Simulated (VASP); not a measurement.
# Mg3SiN (Pm-3m) in VASP: single point with PBE

Aim: the single point of Mg3SiN with PBE.

Everything below comes from runs of VASP 6.6.1. Logs are shortened: lines on timing, memory, paths and dates and some standing lists are left out, and cuts for length are marked.

## 1. The cell of the first run

It takes space group Pm-3m (No. 221, cubic). The conventional cell has a = 4.500 Å, b = 4.500 Å, c = 4.500 Å, α = 90.00°, β = 90.00°, γ = 90.00°. Mg (site symmetry 4/mmm) has 2 Si at 2.25 Å within 3.0 Å. Within 3.0 Å of Si (site symmetry m-3m) lie 6 Mg at 2.25 Å. N (site symmetry m-3m) has 12 Mg at 3.18 Å and 8 Si at 3.90 Å within 4.2 Å.

## 2. Single point, PBE

Contents of INCAR:

```
SYSTEM = Mg3SiN
PREC = Accurate
ENCUT = 520
EDIFF = 1E-6
ISMEAR = 0
SIGMA = 0.1
LREAL = .FALSE.
LASPH = .TRUE.
NELM = 100
ALGO = Normal
ISIF = 2
LWAVE = .FALSE.
LCHARG = .FALSE.
GGA = PE
NBANDS = 16
```

Contents of KPOINTS:

```
Automatic mesh
0
G
  4 4 4
  0 0 0
```

Contents of POSCAR:

```
Mg3SiN
1.0
    4.5000499700      0.0000000000      0.0000000000
    0.0000000000      4.5000499700      0.0000000000
    0.0000000000      0.0000000000      4.5000499700
Mg Si N
3 1 1
Direct
    0.5000000000      0.0000000000      0.0000000000
    0.0000000000      0.5000000000      0.0000000000
    0.0000000000      0.0000000000      0.5000000000
    0.0000000000      0.0000000000      0.0000000000
    0.5000000000      0.5000000000      0.5000000000
```

Potentials or basis: VASP PAW PBE potentials, release 64 (Mg, Si, N).

Command:

```
> cat potpaw_PBE.64/Mg/POTCAR potpaw_PBE.64/Si/POTCAR potpaw_PBE.64/N/POTCAR > POTCAR
> mpirun -np 1 vasp_std > vasp.out
```

OUTCAR:

```text
SYSTEM = Mg3SiN
   PREC = Accurate
   ENCUT = 520
   EDIFF = 1E-6
   ISMEAR = 0
   LREAL = .FALSE.
   LASPH = .TRUE.
   NELM = 100
   ISIF = 2
   GGA = PE

 ion  position               nearest neighbor table
   1  0.500  0.000  0.000-   4 2.25   4 2.25   2 3.18   3 3.18   2 3.18   2 3.18   3 3.18   3 3.18
                             3 3.18   2 3.18
   2  0.000  0.500  0.000-   4 2.25   4 2.25   1 3.18   3 3.18   1 3.18   3 3.18   3 3.18   3 3.18
                             1 3.18   1 3.18
   3  0.000  0.000  0.500-   4 2.25   4 2.25   1 3.18   1 3.18   2 3.18   2 3.18   2 3.18   2 3.18
                             1 3.18   1 3.18
   4  0.000  0.000  0.000-   1 2.25   2 2.25   3 2.25   3 2.25   2 2.25   1 2.25
   5  0.500  0.500  0.500-

  LATTYP: Found a simple cubic cell.
 ALAT       =     4.5000499700

  Lattice vectors:

 A1 = (   4.5000499700,   0.0000000000,   0.0000000000)
 A2 = (   0.0000000000,   4.5000499700,   0.0000000000)
 A3 = (   0.0000000000,   0.0000000000,   4.5000499700)

Analysis of symmetry for initial positions (statically):
=====================================================================
 Subroutine PRICEL returns:
 Original cell was already a primitive cell.

 Routine SETGRP: Setting up the symmetry group for a
 simple cubic supercell.

 Subroutine GETGRP returns: Found 48 space group operations
 (whereof 48 operations were pure point group operations)
 out of a pool of 48 trial point group operations.

The static configuration has the point symmetry O_h .

Analysis of symmetry for dynamics (positions and initial velocities):
=====================================================================
 Subroutine PRICEL returns:
 Original cell was already a primitive cell.

 Routine SETGRP: Setting up the symmetry group for a
 simple cubic supercell.

 Subroutine GETGRP returns: Found 48 space group operations
 (whereof 48 operations were pure point group operations)
 out of a pool of 48 trial point group operations.

The dynamic configuration has the point symmetry O_h .

 Subroutine INISYM returns: Found 48 space group operations
 (whereof 48 operations are pure point group operations),
 and found     1 'primitive' translations

----------------------------------------------------------------------------------------

                                     Primitive cell

  volume of cell :      91.1280

  direct lattice vectors                    reciprocal lattice vectors
     4.500049970  0.000000000  0.000000000     0.222219755  0.000000000  0.000000000
     0.000000000  4.500049970  0.000000000     0.000000000  0.222219755  0.000000000
     0.000000000  0.000000000  4.500049970     0.000000000  0.000000000  0.222219755

  length of vectors
     4.500049970  4.500049970  4.500049970     0.222219755  0.222219755  0.222219755

  position of ions in fractional coordinates (direct lattice)
     0.500000000  0.000000000  0.000000000
     0.000000000  0.500000000  0.000000000
     0.000000000  0.000000000  0.500000000
     0.000000000  0.000000000  0.000000000
     0.500000000  0.500000000  0.500000000

  ion indices of the primitive-cell ions
   primitive index   ion index
                 1           1
                 2           2
                 3           3
                 4           4
                 5           5

----------------------------------------------------------------------------------------

 KPOINTS: Automatic mesh

Automatic generation of k-mesh.
 Grid dimensions read from file:
 generate k-points for:    4    4    4

 Generating k-lattice:

  Cartesian coordinates                     Fractional coordinates (reciprocal lattice)
     0.055554939  0.000000000  0.000000000     0.250000000  0.000000000  0.000000000
     0.000000000  0.055554939  0.000000000     0.000000000  0.250000000  0.000000000
     0.000000000  0.000000000  0.055554939     0.000000000  0.000000000  0.250000000

  Length of vectors
     0.055554939  0.055554939  0.055554939

  Shift w.r.t. Gamma in fractional coordinates (k-lattice)
     0.000000000  0.000000000  0.000000000

 Subroutine IBZKPT returns following result:
 ===========================================

 Found     10 irreducible k-points:

 Following reciprocal coordinates:
            Coordinates               Weight
  0.000000  0.000000  0.000000      1.000000
  0.250000  0.000000  0.000000      6.000000
  0.500000  0.000000  0.000000      3.000000
  0.250000  0.250000  0.000000     12.000000
  0.500000  0.250000  0.000000     12.000000
  0.500000  0.500000  0.000000      3.000000
  0.250000  0.250000  0.250000      8.000000
  0.500000  0.250000  0.250000     12.000000
  0.500000  0.500000  0.250000      6.000000
  0.500000  0.500000  0.500000      1.000000
   k-points           NKPTS =     10   k-points in BZ     NKDIM =     10   number of bands    NBANDS=     16
   number of dos      NEDOS =    301   number of ions     NIONS =      5
   total plane-waves  NPLWV =  46656
   dimension x,y,z NGX =    36 NGY =   36 NGZ =   36
   dimension x,y,z NGXF=    72 NGYF=   72 NGZF=   72
   ions per type =               3   1   1
   NGX,Y,Z   is equivalent  to a cutoff of  13.30, 13.30, 13.30 a.u.
   NGXF,Y,Z  is equivalent  to a cutoff of  26.60, 26.60, 26.60 a.u.
 SYSTEM =  Mg3SiN
   PREC   = accura    normal or accurate (medium, high low for compatibility)
   ISTART =      0    job   : 0-new  1-cont  2-samecut
   ICHARG =      2    charge: 1-file 2-atom 10-const
   ISPIN  =      1    spin polarized calculation?
   LNONCOLLINEAR =      F non collinear calculations
   LSORBIT =      F    spin-orbit coupling
   LASPH  =      T    aspherical Exc in radial PAW
   ENCUT  =  520.0 eV  38.22 Ry    6.18 a.u.   8.37  8.37  8.37*2*pi/ulx,y,z
   NELM   =    100;   NELMIN=  2; NELMDL= -5     # of ELM steps
   EDIFF  = 0.1E-05   stopping-criterion for ELM
   LREAL  =      F    real-space projection
   EDIFFG = 0.1E-04   stopping-criterion for IOM
   NSW    =      0    number of steps for IOM
   IBRION =     -1    ionic relax: 0-MD 1-quasi-New 2-CG
   NFREE  =      0    steps in history (QN), initial steepest desc. (CG)
   ISIF   =      2    stress and relaxation
   ISYM   =      2    0-nonsym 1-usesym 2-fastsym
   POTIM  = 0.5000    time-step for ionic-motion
   TEBEG  =    0.0;   TEEND  =   0.0 temperature during run
   PSTRESS=    0.0 pullay stress
   NELECT =      15.0000    total number of electrons
   NUPDOWN=      -1.0000    fix difference up-down
   EMIN   =  10.00;   EMAX   =-10.00  energy-range for DOS
   EFERMI =   0.00;   METHOD = LEGACY
   ISMEAR =     0;   SIGMA  =   0.10  broadening in eV -4-tet -1-fermi 0-gaus
   EFERMI_NEDOS =   21; number of points for ismear=-14 and -15
   IALGO  =     38    algorithm
   IMIX   =      4    mixing-type and parameters
     AMIX     =   0.40;   BMIX     =  1.00
     AMIX_MAG =   1.60;   BMIX_MAG =  1.00
  volume/ion in A,a.u.               =      18.23       122.99
  Fermi-wavevector in a.u.,A,eV,Ry     =   0.897197  1.695457 10.952184  0.804963
  Thomas-Fermi vector in A             =   2.019751
   LORBIT       =      0    0 simple, 1 ext, 2 COOP (PROOUT), +10 PAW based schemes
   GGA     = PE    functional components
   LHFCALC =     F    Hartree Fock is set to
   AEXX    =    0.0000 exact exchange contribution
   IVDW    =     0    specifies the selected vdW correction
   LEPSILON=     F    determine dielectric tensor
   LRPA    =     F    only Hartree local field effects (RPA)
 non-spin polarized calculation
 Gauss-broadening in eV      SIGMA  =   0.10
  energy-cutoff  :      520.00
  volume of cell :       91.13
 maximum number of plane-waves:      2517
 NGX is ok and might be reduce to    36
   NGX = 17   NGY = 17   NGZ = 17

 number of electron      15.0000002 magnetization

 Free energy of the ion-electron system (eV)
  ---------------------------------------------------
  ext. energy  EPLUGINS =         0.00000000
  ---------------------------------------------------
  free energy    TOTEN  =       -12.30940022 eV

  energy without entropy =      -12.28695802  energy(sigma->0) =      -12.29817912

 E-fermi :   2.7892     XC(G=0):  -8.9655

 val. band max:        2.7461427311   @ k =   0.5000   0.2500   0.2500
 cond. band min:       2.8060676628   @ k =   0.2500   0.0000   0.0000
 fundamental gap:      0.0599249316
 Fermi energy:         2.7892252493

 k-point     1 :       0.0000    0.0000    0.0000
  band No.  band energies     occupation
      1      -8.7058      2.00000
      2      -6.0404      2.00000
      3       0.4447      2.00000
      4       0.4447      2.00000
      5       0.4447      2.00000
      6       3.1715      0.00000
[... 8 lines left out ...]
     15      10.9235      0.00000
     16      10.9235      0.00000

 k-point     2 :       0.2500    0.0000    0.0000
  band No.  band energies     occupation
      1      -8.6124      2.00000
      2      -6.0013      2.00000
      3      -0.4228      2.00000
      4       0.6988      2.00000
      5       0.6988      2.00000
      6       2.1419      2.00000
[... 8 lines left out ...]
     15       8.6109      0.00000
     16      10.7571      0.00000

 k-point     3 :       0.5000    0.0000    0.0000
  band No.  band energies     occupation
      1      -8.5126      2.00000
      2      -5.9637      2.00000
      3      -1.0455      2.00000
      4       1.1013      2.00000
      5       1.1013      2.00000
      6       1.5925      2.00000
[... 8 lines left out ...]
     15       8.7891      0.00000
     16      10.6562      0.00000
[... 96 lines left out ...]
 k-point     9 :       0.5000    0.5000    0.2500
  band No.  band energies     occupation
      1      -8.4055      2.00000
      2      -5.2717      2.00000
      3      -1.0437      2.00000
      4      -1.0437      2.00000
      5       0.3320      2.00000
      6       1.5420      2.00000
[... 8 lines left out ...]
     15      10.7127      0.00000
     16      11.2875      0.00000

 k-point    10 :       0.5000    0.5000    0.5000
  band No.  band energies     occupation
      1      -8.3777      2.00000
      2      -5.0366      2.00000
      3      -0.4901      2.00000
      4      -0.4901      2.00000
      5      -0.4901      2.00000
      6       1.0181      2.00000
[... 8 lines left out ...]
     15      10.7620      0.00000
     16      10.9848      0.00000

------------------------ aborting loop because EDIFF is reached ----------------------------------------

  FORCE on cell =-STRESS in cart. coord.  units (eV):
  Direction    XX          YY          ZZ          XY          YZ          ZX
  --------------------------------------------------------------------------------------
  -------------------------------------------------------------------------------------
  Total        8.6045579      8.6045579      8.6045579     -0.0000000      0.0000000      0.0000000
  in kB      151.2819567    151.2819567    151.2819567     -0.0000000      0.0000000      0.0000000
  external PRESSURE =     151.2819567 kB  Pullay stress =       0.0000000 kB

 VOLUME and BASIS-vectors are now :
 -----------------------------------------------------------------------------
  energy-cutoff  :      520.00
  volume of cell :       91.13
      direct lattice vectors                 reciprocal lattice vectors
     4.500049970  0.000000000  0.000000000     0.222219755  0.000000000  0.000000000
     0.000000000  4.500049970  0.000000000     0.000000000  0.222219755  0.000000000
     0.000000000  0.000000000  4.500049970     0.000000000  0.000000000  0.222219755

 POSITION                                       TOTAL-FORCE (eV/Angst)
 -----------------------------------------------------------------------------------
      2.25002      0.00000      0.00000         0.000000      0.000000      0.000000
      0.00000      2.25002      0.00000         0.000000      0.000000      0.000000
      0.00000      0.00000      2.25002         0.000000      0.000000      0.000000
      0.00000      0.00000      0.00000         0.000000      0.000000      0.000000
      2.25002      2.25002      2.25002         0.000000      0.000000      0.000000
 -----------------------------------------------------------------------------------
    total drift:                                0.000000      0.000000      0.000000

  FREE ENERGIE OF THE ION-ELECTRON SYSTEM (eV)
  ---------------------------------------------------
  free  energy   TOTEN  =       -12.3094002158 eV

  energy  without entropy=      -12.2869580155  energy(sigma->0) =      -12.29817912
```

Run time: 13 s. Hardware: 1 thread of Intel Xeon Platinum 8559C (Emerald Rapids), shared host; peak memory 0.2 GiB.

Results:

- Free energy: -12.3094 eV
- Pressure: 15.1 GPa
